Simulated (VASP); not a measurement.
# NaF (Fm-3m) in VASP: settings compared

Aim: see how the results for NaF move with the level of theory and the settings. Levels: PBEsol, PBEsol+D3(BJ). Tasks: single point.

All numbers are computed with VASP 6.6.1; they aren't measurements. Logs are shortened: lines on timing, memory, paths and dates and some standing lists are left out, and cuts for length are marked.

### 1 The cell of the first run

The structure is cubic, space group Fm-3m (No. 225). The conventional cell has a = 4.630 Å, b = 4.630 Å, c = 4.630 Å, α = 90.00°, β = 90.00°, γ = 90.00°. Within 3.1 Å of Na (site symmetry m-3m) lie 6 F at 2.32 Å. Within 3.1 Å of F (site symmetry m-3m) lie 6 Na at 2.32 Å.

### 2 Single point, PBEsol

Input file INCAR:

```
SYSTEM = NaF
ALGO     = Normal         ! electronic algorithm
EDIFF    = 1E-6           ! SCF threshold, eV
ENCUT    = 520            ! plane-wave cutoff, eV
GGA      = PS             ! functional
ISIF     = 2              ! what is computed and relaxed
ISMEAR   = 0              ! smearing method
LASPH    = .TRUE.         ! aspherical terms in the spheres
LCHARG   = .FALSE.        ! write CHGCAR
LREAL    = .FALSE.        ! projectors in reciprocal space
LWAVE    = .FALSE.        ! write WAVECAR
NBANDS   = 14             ! bands
NELM     = 60             ! most SCF steps
PREC     = Accurate       ! precision mode
SIGMA    = 0.01           ! smearing width, eV
```

Input file KPOINTS:

```
k-points
0
G
  10 10 10
  0 0 0
```

Input file POSCAR:

```
NaF
1.0
    0.0000000000      2.3150981336      2.3150981336
    2.3150981336      0.0000000000      2.3150981336
    2.3150981336      2.3150981336      0.0000000000
Na F
1 1
Direct
    0.0000000000      0.0000000000      0.0000000000
    0.5000000000      0.5000000000      0.5000000000
```

Potentials or basis: VASP PAW PBE potentials, release 64 (Na_pv, F).

Started as:

```sh
cat potpaw_PBE.64/Na_pv/POTCAR potpaw_PBE.64/F/POTCAR > POTCAR
mpirun -np 1 vasp_std > vasp.out
```

OUTCAR:

```text
SYSTEM = NaF
   EDIFF = 1E-6
   ENCUT = 520
   GGA = PS
   ISIF = 2
   ISMEAR = 0
   LASPH = .TRUE.
   LREAL = .FALSE.
   NELM = 60
   PREC = Accurate

 ion  position               nearest neighbor table
   1  0.000  0.000  0.000-   2 2.32   2 2.32   2 2.32   2 2.32   2 2.32   2 2.32
   2  0.500  0.500  0.500-   1 2.32   1 2.32   1 2.32   1 2.32   1 2.32   1 2.32

  LATTYP: Found a face centered cubic cell.
 ALAT       =     4.6301962672

  Lattice vectors:

 A1 = (   0.0000000000,   2.3150981336,   2.3150981336)
 A2 = (   2.3150981336,   0.0000000000,   2.3150981336)
 A3 = (   2.3150981336,   2.3150981336,   0.0000000000)

Analysis of symmetry for initial positions (statically):
=====================================================================
 Subroutine PRICEL returns:
 Original cell was already a primitive cell.

 Routine SETGRP: Setting up the symmetry group for a
 face centered cubic supercell.

 Subroutine GETGRP returns: Found 48 space group operations
 (whereof 48 operations were pure point group operations)
 out of a pool of 48 trial point group operations.

The static configuration has the point symmetry O_h .

Analysis of symmetry for dynamics (positions and initial velocities):
=====================================================================
 Subroutine PRICEL returns:
 Original cell was already a primitive cell.

 Routine SETGRP: Setting up the symmetry group for a
 face centered cubic supercell.

 Subroutine GETGRP returns: Found 48 space group operations
 (whereof 48 operations were pure point group operations)
 out of a pool of 48 trial point group operations.

The dynamic configuration has the point symmetry O_h .

 Subroutine INISYM returns: Found 48 space group operations
 (whereof 48 operations are pure point group operations),
 and found     1 'primitive' translations

----------------------------------------------------------------------------------------

                                     Primitive cell

  volume of cell :      24.8164

  direct lattice vectors                    reciprocal lattice vectors
     0.000000000  2.315098134  2.315098134    -0.215973566  0.215973566  0.215973566
     2.315098134  0.000000000  2.315098134     0.215973566 -0.215973566  0.215973566
     2.315098134  2.315098134  0.000000000     0.215973566  0.215973566 -0.215973566

  length of vectors
     3.274043179  3.274043179  3.274043179     0.374077190  0.374077190  0.374077190

  position of ions in fractional coordinates (direct lattice)
     0.000000000  0.000000000  0.000000000
[... 90 lines left out ...]
   NUPDOWN=      -1.0000    fix difference up-down
   EMIN   =  10.00;   EMAX   =-10.00  energy-range for DOS
   EFERMI =   0.00;   METHOD = LEGACY
   ISMEAR =     0;   SIGMA  =   0.01  broadening in eV -4-tet -1-fermi 0-gaus
   EFERMI_NEDOS =   21; number of points for ismear=-14 and -15
   IALGO  =     38    algorithm
   IMIX   =      4    mixing-type and parameters
     AMIX     =   0.40;   BMIX     =  1.00
     AMIX_MAG =   1.60;   BMIX_MAG =  1.00
  volume/ion in A,a.u.               =      12.41        83.73
  Fermi-wavevector in a.u.,A,eV,Ry     =   1.352710  2.556252 24.896280  1.829825
  Thomas-Fermi vector in A             =   2.480026
   LORBIT       =      0    0 simple, 1 ext, 2 COOP (PROOUT), +10 PAW based schemes
   GGA     = PS    functional components
   LHFCALC =     F    Hartree Fock is set to
   AEXX    =    0.0000 exact exchange contribution
   IVDW    =     0    specifies the selected vdW correction
   LEPSILON=     F    determine dielectric tensor
   LRPA    =     F    only Hartree local field effects (RPA)
 non-spin polarized calculation
 Gauss-broadening in eV      SIGMA  =   0.01
  energy-cutoff  :      520.00
  volume of cell :       24.82
 maximum number of plane-waves:       692
   NGX = 13   NGY = 13   NGZ = 13

 number of electron      13.9999983 magnetization

 Free energy of the ion-electron system (eV)
  ---------------------------------------------------
  ext. energy  EPLUGINS =         0.00000000
  ---------------------------------------------------
  free energy    TOTEN  =        -8.76873734 eV

  energy without entropy =       -8.76873734  energy(sigma->0) =       -8.76873734

 E-fermi :  -2.0500     XC(G=0):  -9.3464

 val. band max:       -2.1656131665   @ k =   0.0000   0.0000   0.0000
 cond. band min:       4.0076405076   @ k =   0.0000   0.0000   0.0000
 fundamental gap:      6.1732536741
 Fermi energy:        -2.0499548330

 k-point     1 :       0.0000    0.0000    0.0000
  band No.  band energies     occupation
      1     -21.2265      2.00000
      2     -20.9280      2.00000
      3     -20.9280      2.00000
      4     -20.9280      2.00000
      5      -2.1656      2.00000
      6      -2.1656      2.00000
      7      -2.1656      2.00000
      8       4.0076      0.00000
      9      16.6943      0.00000
     10      16.6943      0.00000
     11      16.6943      0.00000
     12      19.3820      0.00000
     13      21.7724      0.00000
     14      21.7724      0.00000
[... 377 lines left out ...]
      1     -21.4621      2.00000
      2     -20.9777      2.00000
      3     -20.9694      2.00000
      4     -20.5653      2.00000
      5      -3.3676      2.00000
      6      -2.5555      2.00000
      7      -2.4982      2.00000
      8       8.2905      0.00000
      9      11.4897      0.00000
     10      14.4795      0.00000
     11      17.3440      0.00000
     12      17.3822      0.00000
     13      23.2166      0.00000
     14      24.4203      0.00000

 [... further k-points ...]

------------------------ aborting loop because EDIFF is reached ----------------------------------------

  FORCE on cell =-STRESS in cart. coord.  units (eV):
  Direction    XX          YY          ZZ          XY          YZ          ZX
  --------------------------------------------------------------------------------------
  -------------------------------------------------------------------------------------
  Total       -0.0184922     -0.0184922     -0.0184922      0.0000000     -0.0000000      0.0000000
  in kB       -1.1938797     -1.1938797     -1.1938797      0.0000000     -0.0000000      0.0000000
  external PRESSURE =      -1.1938797 kB  Pullay stress =       0.0000000 kB

 VOLUME and BASIS-vectors are now :
 -----------------------------------------------------------------------------
  energy-cutoff  :      520.00
  volume of cell :       24.82
      direct lattice vectors                 reciprocal lattice vectors
     0.000000000  2.315098134  2.315098134    -0.215973566  0.215973566  0.215973566
     2.315098134  0.000000000  2.315098134     0.215973566 -0.215973566  0.215973566
     2.315098134  2.315098134  0.000000000     0.215973566  0.215973566 -0.215973566

 POSITION                                       TOTAL-FORCE (eV/Angst)
 -----------------------------------------------------------------------------------
      0.00000      0.00000      0.00000        -0.000000     -0.000000     -0.000000
      2.31510      2.31510      2.31510         0.000000      0.000000      0.000000
 -----------------------------------------------------------------------------------
    total drift:                                0.000000     -0.000000      0.000000

  FREE ENERGIE OF THE ION-ELECTRON SYSTEM (eV)
  ---------------------------------------------------
  free  energy   TOTEN  =        -8.7687373426 eV

  energy  without entropy=       -8.7687373426  energy(sigma->0) =       -8.76873734
```

OSZICAR:

```text
N       E                     dE             d eps       ncg     rms          rms(c)
DAV:   1     0.105285062757E+03    0.10529E+03   -0.76344E+03  1346   0.120E+03
DAV:   2    -0.413367969102E+01   -0.10942E+03   -0.10213E+03  1436   0.336E+02
DAV:   3    -0.949421309121E+01   -0.53605E+01   -0.53487E+01  1670   0.675E+01
DAV:   4    -0.953812798840E+01   -0.43915E-01   -0.43913E-01  1442   0.657E+00
DAV:   5    -0.953856122934E+01   -0.43324E-03   -0.43324E-03  1682   0.644E-01    0.491E+00
DAV:   6    -0.878411569115E+01    0.75445E+00   -0.26016E+00  1544   0.145E+01    0.180E+00
DAV:   7    -0.876955696692E+01    0.14559E-01   -0.28723E-02  1388   0.208E+00    0.103E+00
DAV:   8    -0.876837236146E+01    0.11846E-02   -0.25458E-02  1418   0.343E+00    0.150E-01
DAV:   9    -0.876885133939E+01   -0.47898E-03   -0.41293E-03  1622   0.622E-01    0.116E-01
DAV:  10    -0.876873445646E+01    0.11688E-03   -0.94628E-04  1502   0.352E-01    0.141E-02
DAV:  11    -0.876873706787E+01   -0.26114E-05   -0.42660E-05  1514   0.135E-01    0.691E-03
DAV:  12    -0.876873734257E+01   -0.27470E-06   -0.57365E-06  1556   0.306E-02
   1 F= -.87687373E+01 E0= -.87687373E+01  d E =-.135502E-62
```

Wall time 14 s (1 thread of Intel Xeon 8259CL, shared host); peak memory 0.14 GiB.

What came out:

| Property | Result |
| --- | --- |
| Free energy | -8.7687 eV |
| Pressure | -0.1 GPa |
| Band gap on the k mesh | 6.17 eV |

Levels at points of the mesh, in eV from the valence-band top:
```csv
k point,band 4,band 5,band 6,band 7,band 8,band 9,band 10,band 11
"(0.00, 0.00, 0.00)",-18.76,0.00,0.00,0.00,6.17,18.86,18.86,18.86
"(0.50, 0.00, 0.00)",-18.01,-1.62,-0.26,-0.26,10.62,12.35,20.01,20.01
"(0.50, 0.50, 0.00)",-18.80,-1.30,-0.41,-0.41,13.00,13.10,13.55,19.67
```

Caveat: the PAW data sets were made with another functional, which shifts forces and pressure a little. A k mesh can miss the band edges.

### 3 Single point, PBEsol

This run uses another cell than the first one, of 12.22 Å³/atom.

Input file INCAR:

```
  PREC = Accurate
  ENCUT = 520
  EDIFF = 1E-6
  ISMEAR = 0
  SIGMA = 0.01
  LREAL = F
  LASPH = T
  NELM = 60
  ALGO = Normal
  ISIF = 2
  LWAVE = F
  LCHARG = T
  GGA = PS
  LELF = T
  LVHAR = T
  NBANDS = 14
```

Input file KPOINTS:

```
Automatic mesh
0
Gamma
  10 10 10
```

Input file POSCAR:

```
NaF
1.0
    0.0000000000      2.3035226430      2.3035226430
    2.3035226430      0.0000000000      2.3035226430
    2.3035226430      2.3035226430      0.0000000000
Na F
1 1
Direct
    0.0000000000      0.0000000000      0.0000000000
    0.5000000000      0.5000000000      0.5000000000
```

Potentials or basis: VASP PAW PBE potentials, release 64 (Na_pv, F).

Started as:

```sh
cat potpaw_PBE.64/Na_pv/POTCAR potpaw_PBE.64/F/POTCAR > POTCAR
mpirun -np 1 vasp_std > vasp.out
```

It took 13 s on 1 thread of Intel Xeon 8259CL, shared host; peak memory 0.14 GiB.

It converged, with:

| Property | Result |
| --- | --- |
| Free energy | -8.7674 eV |
| Pressure | 0.6 GPa |
| Band gap on the k mesh | 6.25 eV |

Levels at points of the mesh, in eV from the valence-band top:
```
           k point  band 5  band 6  band 7  band 8  band 9  band 10
(0.00, 0.00, 0.00)    0.00    0.00    0.00    6.25   18.96    18.96
(0.50, 0.00, 0.00)   -1.66   -0.27   -0.27   10.71   12.48    20.17
(0.50, 0.50, 0.00)   -1.33   -0.42   -0.42   13.12   13.15    13.70
```

Caveat: the PAW data sets were made with another functional, which shifts forces and pressure a little. A k mesh can miss the band edges.

### 4 Single point, PBEsol

Input file INCAR:

```
PREC = Accurate
ENCUT = 520
EDIFF = 1E-6
ISMEAR = 0
SIGMA = 0.01
LREAL = False
LASPH = True
NELM = 80
ALGO = Normal
ISIF = 2
LWAVE = False
LCHARG = False
GGA = PS
NBANDS = 14
```

KPOINTS is that of step 3.

Input file POSCAR:

```
NaF
1.0
    0.0000000000      2.3150981336      2.3150981336
    2.3150981336      0.0000000000      2.3150981336
    2.3150981336      2.3150981336      0.0000000000
Na F
1 1
Direct
    0.0000000000      0.0000000000      0.0000000000
    0.5000000000      0.5000000000      0.5000000000
```

Started as:

```sh
cat potpaw_PBE.64/Na_pv/POTCAR potpaw_PBE.64/F/POTCAR > POTCAR
mpirun -np 1 vasp_std > vasp.out
```

Run time: 17 s. Hardware: 1 thread of Intel Xeon 8259CL, shared host; peak memory 0.14 GiB.

It converged, with:

- Free energy: -8.7687 eV
- Pressure: -0.1 GPa
- Band gap on the k mesh: 6.17 eV

Levels at points of the mesh, in eV from the valence-band top:
```
           k point  band 4  band 5  band 6  band 7  band 8  band 9  band 10  band 11
(0.00, 0.00, 0.00)  -18.76    0.00    0.00    0.00    6.17   18.86    18.86    18.86
(0.50, 0.00, 0.00)  -18.01   -1.62   -0.26   -0.26   10.62   12.35    20.01    20.01
(0.50, 0.50, 0.00)  -18.80   -1.30   -0.41   -0.41   13.00   13.10    13.55    19.67
```

Caveat: the PAW data sets were made with another functional, which shifts forces and pressure a little. A k mesh can miss the band edges.

### 5 Single point, PBEsol

This run uses another cell than the first one, of 12.22 Å³/atom.

Input file INCAR:

```
SYSTEM = NaF
PREC = Accurate ; ENCUT = 520
EDIFF = 1E-7 ; ISMEAR = 0
SIGMA = 0.01 ; LREAL = .FALSE.
LASPH = .TRUE. ; NELM = 80
ALGO = Normal ; ISIF = 2
LWAVE = .FALSE. ; LCHARG = .TRUE.
GGA = PS ; LELF = .TRUE.
LVHAR = .TRUE. ; NBANDS = 14
```

Input file KPOINTS:

```
Automatic mesh
0
G
  10 10 10
  0 0 0
```

Input file POSCAR:

```
NaF
1.0
    0.0000000000      2.3035226430      2.3035226430
    2.3035226430      0.0000000000      2.3035226430
    2.3035226430      2.3035226430      0.0000000000
Na F
1 1
Direct
    0.0000000000      0.0000000000      0.0000000000
    0.5000000000      0.5000000000      0.5000000000
```

Started as:

```sh
cat potpaw_PBE.64/Na_pv/POTCAR potpaw_PBE.64/F/POTCAR > POTCAR
mpirun -np 1 vasp_std > vasp.out
```

It took 14 s on 1 thread of Intel Xeon 8259CL, shared host; peak memory 0.14 GiB.

The run converged. Its results:

* Free energy: -8.7674 eV
* Pressure: 0.7 GPa
* Band gap on the k mesh: 6.25 eV

Levels at points of the mesh, in eV from the valence-band top:
```
           k point  band 5  band 6  band 7  band 8  band 9  band 10
(0.00, 0.00, 0.00)    0.00    0.00    0.00    6.25   18.97    18.97
(0.50, 0.00, 0.00)   -1.66   -0.27   -0.27   10.71   12.48    20.17
(0.50, 0.50, 0.00)   -1.33   -0.42   -0.42   13.12   13.15    13.70
```

Caveat: the PAW data sets were made with another functional, which shifts forces and pressure a little. A k mesh can miss the band edges.

### 6 Single point, PBEsol+D3(BJ)

Input file INCAR:

```
PREC     = Accurate       # precision mode
ENCUT    = 520            # plane-wave cutoff, eV
EDIFF    = 1E-7           # SCF threshold, eV
ISMEAR   = 0              # smearing method
SIGMA    = 0.01           # smearing width, eV
LREAL    = F              # projectors in reciprocal space
LASPH    = T              # aspherical terms in the spheres
NELM     = 80             # most SCF steps
ALGO     = Normal         # electronic algorithm
ISIF     = 2              # what is computed and relaxed
LWAVE    = F              # write WAVECAR
LCHARG   = T              # write CHGCAR
GGA      = PS             # functional
IVDW     = 12             # dispersion correction
LELF     = T              # ELF
LVHAR    = T            
NBANDS   = 14             # bands
```

Input file KPOINTS:

```
Automatic mesh
0
Gamma
  10 10 10
```

Input file POSCAR:

```
NaF
1.0
    0.0000000000      2.3150981336      2.3150981336
    2.3150981336      0.0000000000      2.3150981336
    2.3150981336      2.3150981336      0.0000000000
Na F
1 1
Direct
    0.0000000000      0.0000000000      0.0000000000
    0.5000000000      0.5000000000      0.5000000000
```

Potentials or basis: VASP PAW PBE potentials, release 64 (Na_pv, F).

Started as:

```sh
cat potpaw_PBE.64/Na_pv/POTCAR potpaw_PBE.64/F/POTCAR > POTCAR
mpirun -np 1 vasp_std > vasp.out
```

Wall time 17 s (1 thread of Intel Xeon 8259CL, shared host); peak memory 0.15 GiB.

The run converged. Its results:

| Property | Result |
| --- | --- |
| Free energy | -9.0938 eV |
| Pressure | -2.2 GPa |
| Band gap on the k mesh | 6.17 eV |
| Dispersion energy per atom | -0.163 eV |

Levels at points of the mesh, in eV from the valence-band top:
| k point | band 4 | band 5 | band 6 | band 7 | band 8 | band 9 | band 10 | band 11 |
| --- | --- | --- | --- | --- | --- | --- | --- | --- |
| (0.00, 0.00, 0.00) | -18.76 | 0.00 | 0.00 | 0.00 | 6.17 | 18.86 | 18.86 | 18.86 |
| (0.50, 0.00, 0.00) | -18.01 | -1.62 | -0.26 | -0.26 | 10.62 | 12.36 | 20.01 | 20.01 |
| (0.50, 0.50, 0.00) | -18.80 | -1.30 | -0.41 | -0.41 | 13.00 | 13.10 | 13.55 | 19.67 |

Caveat: three body term missing; the PAW data sets were made with another functional, which shifts forces and pressure a little.

### 7 Overview

```csv
level,cell,gap on the mesh (eV),pressure (GPa)
PBEsol,"a = 3.274 Å, angles 60.0°, 2 atoms",6.17,-0.1
PBEsol,"a = 3.258 Å, angles 60.0°, 2 atoms",6.25,0.7
PBEsol+D3(BJ),"a = 3.274 Å, angles 60.0°, 2 atoms",6.17,-2.2
```

Alike in all rows: task single point; potentials or basis VASP PAW PBE potentials, release 64 (Na_pv, F); no spin polarisation; k mesh 10 × 10 × 10; cutoff (eV) 520; smearing gaussian 0.01 eV.

Caveats: the PAW data sets were made with another functional, which shifts forces and pressure a little; three body term missing (at least some runs).

Total energies depend on the potentials used, so only differences within one code and one set of settings carry meaning.
